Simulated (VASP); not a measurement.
# As (R-3m) in VASP: settings compared, part 2 of 2

VASP 6.6.1. Earlier steps stand in the parts before.

## 4. Single point, PBE

File INCAR:

```
SYSTEM = As
PREC = Accurate ; ENCUT = 500
EDIFF = 1E-6 ; ISMEAR = 0
SIGMA = 0.1 ; LREAL = .False.
LASPH = .True. ; NELM = 120
ALGO = Normal ; ISIF = 2
LWAVE = .False. ; LCHARG = .False.
GGA = PE ; NBANDS = 12
GGA_COMPAT = .False.
```

File KPOINTS:

```
Automatic mesh
0
Gamma
  2 2 2
  0.25 0.25 0.25
```

File POSCAR:

```
As
1.0
    1.8797494575      1.0852738553      3.4857700000
   -1.8797494575      1.0852738553      3.4857700000
    0.0000000000     -2.1705477106      3.4857700000
As
2
Direct
    0.3575400000      0.5955400000      0.5945400000
    0.9024600000      1.1404600000      1.1394600000
```

The run is started by

```sh
$ cat potpaw_PBE.64/As/POTCAR > POTCAR
$ mpirun -np 1 vasp_std > vasp.out
```

Run time: 13 s. Hardware: 1 thread of Intel Xeon 8259CL, shared host; peak memory 0.15 GiB.

The run converged. Its results:

* Free energy: -8.6897 eV
* Pressure: 10.6 GPa
* Largest force: 0.650 eV/Å
* Band gap on the k mesh: 1.46 eV, direct

Forces in eV/Å, atoms in the order of the input:
```
As   0.000  0.000 -0.650
As   0.000  0.000  0.650
```

Stress tensor (GPa, compression positive):
```
19.19  0.00  0.00
 0.00 19.19  0.00
 0.00  0.00 -6.69
```

Levels at points of the mesh, in eV from the valence-band top:
```tsv
k point	band 1	band 2	band 3	band 4	band 5	band 6	band 7	band 8	band 9	band 10
(0.12, 0.12, 0.12)	-14.38	-6.20	-1.41	-1.41	-1.39	2.46	3.08	3.08	7.01	7.42
```

Caveat: the k points lie up to 1.01 Å⁻¹ apart. A k mesh can miss the band edges.

## 5. Single point, PBE+D3(BJ)

This run uses another cell than the first one, of 18.47 Å³/atom, 0.866 times its volume.

File INCAR:

```
SYSTEM = As
ALGO = Normal
EDIFF = 1E-6
ENCUT = 500
GGA = PE
GGA_COMPAT = .FALSE.
ISIF = 2
ISMEAR = -1
IVDW = 12
LASPH = .TRUE.
LCHARG = .FALSE.
LREAL = .FALSE.
LWAVE = .FALSE.
NBANDS = 12
NELM = 120
PREC = Accurate
SIGMA = 0.06
```

File KPOINTS:

```
k-points
0
G
  3 3 3
  0 0 0
```

File POSCAR:

```
As
1.0
    1.7917301379      1.0344558774      3.3225487247
   -1.7917301379      1.0344558774      3.3225487247
    0.0000000000     -2.0689117549      3.3225487247
As
2
Direct
    0.2275400000      0.2275400000      0.2275400000
    0.7724600000      0.7724600000      0.7724600000
```

Potentials or basis: VASP PAW PBE potentials, release 64 (As).

The run is started by

```sh
$ cat potpaw_PBE.64/As/POTCAR > POTCAR
$ mpirun -np 1 vasp_std > vasp.out
```

OUTCAR:

```text
SYSTEM = As
   EDIFF = 1E-6
   ENCUT = 500
   GGA = PE
   ISIF = 2
   ISMEAR = -1
   IVDW = 12
   LASPH = .TRUE.
   LREAL = .FALSE.
   NELM = 120
   PREC = Accurate
 IVDW          = 12

 ion  position               nearest neighbor table
   1  0.228  0.228  0.228-   2 2.40   2 2.40   2 2.40
   2  0.772  0.772  0.772-   1 2.40   1 2.40   1 2.40

  LATTYP: Found a trigonal (rhomboedric) cell.
 ALAT       =     3.9140421405
 COS(alpha) =     0.5808936906

  Lattice vectors:

 A1 = (   1.7917301379,   1.0344558774,   3.3225487247)
 A2 = (  -1.7917301379,   1.0344558774,   3.3225487247)
 A3 = (   0.0000000000,  -2.0689117549,   3.3225487247)

Analysis of symmetry for initial positions (statically):
=====================================================================
 Subroutine PRICEL returns:
 Original cell was already a primitive cell.

 Routine SETGRP: Setting up the symmetry group for a
 trigonal (rhombohedral) supercell.

 Subroutine GETGRP returns: Found 12 space group operations
 (whereof 12 operations were pure point group operations)
 out of a pool of 12 trial point group operations.

The static configuration has the point symmetry D_3d.

Analysis of symmetry for dynamics (positions and initial velocities):
=====================================================================
 Subroutine PRICEL returns:
 Original cell was already a primitive cell.

 Routine SETGRP: Setting up the symmetry group for a
 trigonal (rhombohedral) supercell.

 Subroutine GETGRP returns: Found 12 space group operations
 (whereof 12 operations were pure point group operations)
 out of a pool of 12 trial point group operations.

The dynamic configuration has the point symmetry D_3d.

 Subroutine INISYM returns: Found 12 space group operations
 (whereof 12 operations are pure point group operations),
 and found     1 'primitive' translations

----------------------------------------------------------------------------------------

                                     Primitive cell

  volume of cell :      36.9494

  direct lattice vectors                    reciprocal lattice vectors
     1.791730138  1.034455877  3.322548725     0.279059882  0.161115298  0.100324588
    -1.791730138  1.034455877  3.322548725    -0.279059882  0.161115298  0.100324588
     0.000000000 -2.068911755  3.322548725     0.000000000 -0.322230595  0.100324588

  length of vectors
     3.914042140  3.914042140  3.914042140     0.337487155  0.337487155  0.337487155

  position of ions in fractional coordinates (direct lattice)
     0.227540000  0.227540000  0.227540000
     0.772460000  0.772460000  0.772460000

  ion indices of the primitive-cell ions
   primitive index   ion index
                 1           1
                 2           2

----------------------------------------------------------------------------------------

 KPOINTS: k-points

Automatic generation of k-mesh.
 Grid dimensions read from file:
 generate k-points for:    3    3    3

 Generating k-lattice:

  Cartesian coordinates                     Fractional coordinates (reciprocal lattice)
     0.093019961  0.053705099  0.033441529     0.333333333  0.000000000  0.000000000
    -0.093019961  0.053705099  0.033441529     0.000000000  0.333333333  0.000000000
     0.000000000 -0.107410198  0.033441529     0.000000000  0.000000000  0.333333333

  Length of vectors
     0.112495718  0.112495718  0.112495718

  Shift w.r.t. Gamma in fractional coordinates (k-lattice)
     0.000000000  0.000000000  0.000000000

 Subroutine IBZKPT returns following result:
 ===========================================

 Found      6 irreducible k-points:

 Following reciprocal coordinates:
            Coordinates               Weight
  0.000000  0.000000  0.000000      1.000000
  0.333333 -0.000000  0.000000      6.000000
  0.333333  0.333333  0.000000      6.000000
 -0.333333  0.333333  0.000000      6.000000
  0.333333  0.333333  0.333333      2.000000
 -0.333333  0.333333  0.333333      6.000000
   k-points           NKPTS =      6   k-points in BZ     NKDIM =      6   number of bands    NBANDS=     12
   number of dos      NEDOS =    301   number of ions     NIONS =      2
   total plane-waves  NPLWV =  27000
   dimension x,y,z NGX =    30 NGY =   30 NGZ =   30
   dimension x,y,z NGXF=    60 NGYF=   60 NGZF=   60
   ions per type =               2
   NGX,Y,Z   is equivalent  to a cutoff of  12.74, 12.74, 12.74 a.u.
   NGXF,Y,Z  is equivalent  to a cutoff of  25.48, 25.48, 25.48 a.u.
 SYSTEM =  As
   PREC   = accura    normal or accurate (medium, high low for compatibility)
   ISTART =      0    job   : 0-new  1-cont  2-samecut
   ICHARG =      2    charge: 1-file 2-atom 10-const
   ISPIN  =      1    spin polarized calculation?
   LNONCOLLINEAR =      F non collinear calculations
   LSORBIT =      F    spin-orbit coupling
   LASPH  =      T    aspherical Exc in radial PAW
   ENCUT  =  500.0 eV  36.75 Ry    6.06 a.u.   7.14  7.14  7.14*2*pi/ulx,y,z
   NELM   =    120;   NELMIN=  2; NELMDL= -5     # of ELM steps
   EDIFF  = 0.1E-05   stopping-criterion for ELM
   LREAL  =      F    real-space projection
   EDIFFG = 0.1E-04   stopping-criterion for IOM
   NSW    =      0    number of steps for IOM
   IBRION =     -1    ionic relax: 0-MD 1-quasi-New 2-CG
   NFREE  =      0    steps in history (QN), initial steepest desc. (CG)
   ISIF   =      2    stress and relaxation
   ISYM   =      2    0-nonsym 1-usesym 2-fastsym
   POTIM  = 0.5000    time-step for ionic-motion
   TEBEG  =    0.0;   TEEND  =   0.0 temperature during run
   PSTRESS=    0.0 pullay stress
   NELECT =      10.0000    total number of electrons
   NUPDOWN=      -1.0000    fix difference up-down
   EMIN   =  10.00;   EMAX   =-10.00  energy-range for DOS
   EFERMI =   0.00;   METHOD = LEGACY
   ISMEAR =    -1;   SIGMA  =   0.06  broadening in eV -4-tet -1-fermi 0-gaus
   EFERMI_NEDOS =   21; number of points for ismear=-14 and -15
   IALGO  =     38    algorithm
   IMIX   =      4    mixing-type and parameters
     AMIX     =   0.40;   BMIX     =  1.00
     AMIX_MAG =   1.60;   BMIX_MAG =  1.00
  volume/ion in A,a.u.               =      18.47       124.67
  Fermi-wavevector in a.u.,A,eV,Ry     =   1.058943  2.001111 15.257023  1.121360
  Thomas-Fermi vector in A             =   2.194270
   LORBIT       =      0    0 simple, 1 ext, 2 COOP (PROOUT), +10 PAW based schemes
   GGA     = PE    functional components
   LHFCALC =     F    Hartree Fock is set to
   AEXX    =    0.0000 exact exchange contribution
   IVDW    =    12    specifies the selected vdW correction
   LEPSILON=     F    determine dielectric tensor
   LRPA    =     F    only Hartree local field effects (RPA)
 non-spin polarized calculation
  energy-cutoff  :      500.00
  volume of cell :       36.95
 maximum number of plane-waves:       961
 NGX is ok and might be reduce to    30
   NGX = 15   NGY = 15   NGZ = 15

 number of electron      10.0000000 magnetization

 number of electron       9.9999999 magnetization

 Free energy of the ion-electron system (eV)
  ---------------------------------------------------
  ext. energy  EPLUGINS =         0.00000000
  ---------------------------------------------------
  free energy    TOTEN  =        -8.99596540 eV

  energy without entropy =       -8.99589364  energy(sigma->0) =       -8.99592952

 E-fermi :   7.5588     XC(G=0): -10.6527

 val. band max:        7.0935940936   @ k =   0.3333   0.3333   0.3333
 cond. band min:       8.0928356364   @ k =   0.3333  -0.0000   0.0000
 fundamental gap:      0.9992415428
 Fermi energy:         7.5587788802

 k-point     1 :       0.0000    0.0000    0.0000
  band No.  band energies     occupation
      1      -9.1745      2.00000
      2       2.3225      2.00000
      3       4.2165      2.00000
      4       5.0205      2.00000
      5       5.0205      2.00000
      6       9.1987      0.00000
      7      10.5355      0.00000
      8      10.5355      0.00000
      9      13.9828      0.00000
     10      13.9828      0.00000
     11      14.5864      0.00000
     12      16.0404      0.00000
[... 61 lines left out ...]
 k-point     6 :      -0.3333    0.3333    0.3333
  band No.  band energies     occupation
      1      -6.1771      2.00000
      2      -3.3235      2.00000
      3       0.1366      2.00000
      4       3.4033      2.00000
      5       4.8208      2.00000
      6      10.1223      0.00000
      7      10.4538      0.00000
      8      13.8396      0.00000
      9      14.2835      0.00000
     10      16.0916      0.00000
     11      17.2730      0.00000
     12      20.8127      0.00000

------------------------ aborting loop because EDIFF is reached ----------------------------------------

 Edisp (eV)   -0.98080

 E8    (eV) :    -0.4147

  FORCE on cell =-STRESS in cart. coord.  units (eV):
  Direction    XX          YY          ZZ          XY          YZ          ZX
  --------------------------------------------------------------------------------------
  -------------------------------------------------------------------------------------
  Total       5.37139     5.37139     2.13628    -0.00000    -0.00000     0.00000
  in kB     232.91089   232.91089    92.63222    -0.00000    -0.00000     0.00000
  external pressure =      186.15 kB  Pullay stress =        0.00 kB

 VOLUME and BASIS-vectors are now :
 -----------------------------------------------------------------------------
  energy-cutoff  :      500.00
  volume of cell :       36.95
      direct lattice vectors                 reciprocal lattice vectors
     1.791730138  1.034455877  3.322548725     0.279059882  0.161115298  0.100324588
    -1.791730138  1.034455877  3.322548725    -0.279059882  0.161115298  0.100324588
     0.000000000 -2.068911755  3.322548725     0.000000000 -0.322230595  0.100324588

 POSITION                                       TOTAL-FORCE (eV/Angst)
 -----------------------------------------------------------------------------------
      0.00000     -0.00000      2.26804         0.000000     -0.000000      0.910574
      0.00000     -0.00000      7.69961         0.000000      0.000000     -0.910574
 -----------------------------------------------------------------------------------
    total drift:                               -0.000000      0.000000     -0.000000

  FREE ENERGIE OF THE ION-ELECTRON SYSTEM (eV)
  ---------------------------------------------------
  free  energy   TOTEN  =        -9.9767672551 eV

  energy  without entropy=       -9.9766954967  energy(sigma->0) =       -9.97673138
```

OSZICAR:

```text
N       E                     dE             d eps       ncg     rms          rms(c)
DAV:   1     0.327028973846E+02    0.32703E+02   -0.42322E+03   144   0.696E+02
DAV:   2    -0.723172563435E+01   -0.39935E+02   -0.38253E+02   184   0.115E+02
DAV:   3    -0.903280277605E+01   -0.18011E+01   -0.17954E+01   176   0.252E+01
DAV:   4    -0.904077474673E+01   -0.79720E-02   -0.79716E-02   176   0.187E+00
DAV:   5    -0.904078893078E+01   -0.14184E-04   -0.14183E-04   180   0.872E-02    0.461E+00
DAV:   6    -0.900877676993E+01    0.32012E-01   -0.19300E-02   156   0.738E-01    0.275E+00
DAV:   7    -0.899597049679E+01    0.12806E-01   -0.31880E-02   156   0.993E-01    0.142E-01
DAV:   8    -0.899594475162E+01    0.25745E-04   -0.23494E-03   168   0.280E-01    0.293E-02
DAV:   9    -0.899596001827E+01   -0.15267E-04   -0.99141E-05   172   0.640E-02    0.160E-02
DAV:  10    -0.899596491297E+01   -0.48947E-05   -0.11428E-05   172   0.204E-02    0.444E-03
DAV:  11    -0.899596540044E+01   -0.48747E-06   -0.69803E-07   144   0.526E-03
   1 F= -.99767673E+01 E0= -.99767314E+01  d E =-.717584E-04
```

stdout:

```text
POSCAR found type information on POSCAR As
 POSCAR found :  1 types and       2 ions
 scaLAPACK will be used
 LDA part: xc-table for (Slater+PW92), standard interpolation
 POSCAR, INCAR and KPOINTS ok, starting setup
 FFT: planning ... GRIDC
 FFT: planning ... GRID_SOFT
 FFT: planning ... GRID
 WAVECAR not read
 entering main loop
```

Run time: 12 s. Hardware: 1 thread of Intel Xeon 8259CL, shared host; peak memory 0.17 GiB.

What came out:

| Quantity | Value |
| --- | --- |
| Free energy | -9.9768 eV |
| Pressure | 18.6 GPa |
| Largest force | 0.911 eV/Å |
| Band gap on the k mesh | 1.00 eV, indirect (least direct gap 1.32 eV) |
| Dispersion energy per atom | -0.490 eV |

Forces in eV/Å, atoms in the order of the input:
```
As   0.000  0.000  0.911
As   0.000  0.000 -0.911
```

Levels at points of the mesh, in eV from the valence-band top:
```
           k point  band 3  band 4  band 5  band 6  band 7  band 8
(0.00, 0.00, 0.00)   -2.88   -2.07   -2.07    2.11    3.44    3.44
```

Caveat: the k points lie up to 0.71 Å⁻¹ apart.

## 6. Single point, revPBE+D3(BJ)

File INCAR:

```
PREC = Accurate
ENCUT = 500
EDIFF = 1E-6
ISMEAR = 0
SIGMA = 0.1
LREAL = F
LASPH = T
NELM = 120
ALGO = Normal
ISIF = 2
LWAVE = F
LCHARG = F
GGA = RE
IVDW = 12
NBANDS = 12
GGA_COMPAT = F
```

File KPOINTS:

```
regular mesh
0
Gamma
  3 3 3
```

File POSCAR:

```
As
1.0
    1.8797494575      1.0852738553      3.4857700000
   -1.8797494575      1.0852738553      3.4857700000
    0.0000000000     -2.1705477106      3.4857700000
As
2
Direct
    0.2275400000      0.2275400000      0.2275400000
    0.7724600000      0.7724600000      0.7724600000
```

Potentials or basis: VASP PAW PBE potentials, release 64 (As).

The run is started by

```sh
$ cat potpaw_PBE.64/As/POTCAR > POTCAR
$ mpirun -np 1 vasp_std > vasp.out
```

Wall time 12 s (1 thread of Intel Xeon 8259CL, shared host); peak memory 0.17 GiB.

The run converged. Its results:

* Free energy: -10.4465 eV
* Pressure: -0.6 GPa
* Largest force: 0.068 eV/Å
* Band gap on the k mesh: 1.32 eV, indirect (least direct gap 1.79 eV)
* Dispersion energy per atom: -0.826 eV

Forces on the atoms (eV/Å):
```
As   0.000  0.000 -0.068
As   0.000  0.000  0.068
```

Stress tensor (GPa, compression positive):
```
 1.83  0.00  0.00
 0.00  1.83  0.00
 0.00  0.00 -5.38
```

Levels at points of the mesh, in eV from the valence-band top:
```
           k point  band 2  band 3  band 4  band 5  band 6  band 7  band 8  band 9
(0.00, 0.00, 0.00)   -5.08   -1.91   -1.33   -1.33    2.52    3.65    3.65    7.42
```

Caveat: the k points lie up to 0.67 Å⁻¹ apart; the PAW data sets were made with another functional, which shifts forces and pressure a little. A k mesh can miss the band edges.

## 7. Summary

```tsv
level	potentials or basis	cell	k mesh	cutoff (eV)	smearing	second run	gap on the mesh (eV)	pressure (GPa)	largest force (eV/Å)
BLYP	VASP PAW PBE potentials, release 64 (As_d)	a = 4.106 Å, angles 54.5°, 2 atoms	6 × 6 × 6	600	gaussian 0.1 eV	valence_matched	none	9.2	0.15
PBE	VASP PAW PBE potentials, release 64 (As)	a = 4.106 Å, angles 54.5°, 2 atoms	2 × 2 × 1	500	methfessel-paxton 0.42 eV	-	0.17	25.9	2.45
PBE	VASP PAW PBE potentials, release 64 (As)	a = 4.106 Å, angles 54.5°, 2 atoms	2 × 2 × 2, shifted	500	gaussian 0.1 eV	-	1.46	10.6	0.65
PBE+D3(BJ)	VASP PAW PBE potentials, release 64 (As)	a = 3.914 Å, angles 54.5°, 2 atoms	3 × 3 × 3	500	fermi-dirac 0.06 eV	-	1.00	18.6	0.91
revPBE+D3(BJ)	VASP PAW PBE potentials, release 64 (As)	a = 4.106 Å, angles 54.5°, 2 atoms	3 × 3 × 3	500	gaussian 0.1 eV	-	1.32	-0.6	0.07
```

Alike in all rows: task single point; no spin polarisation.

Caveats: some runs use coarse meshes; the PAW data sets were made with another functional, which shifts forces and pressure a little (some runs); forces of over 1 eV/Å act on the atoms, so gaps and moduli don't describe the material at rest (some runs).

Total energies depend on the potentials used, so only differences within one code and one set of settings carry meaning.
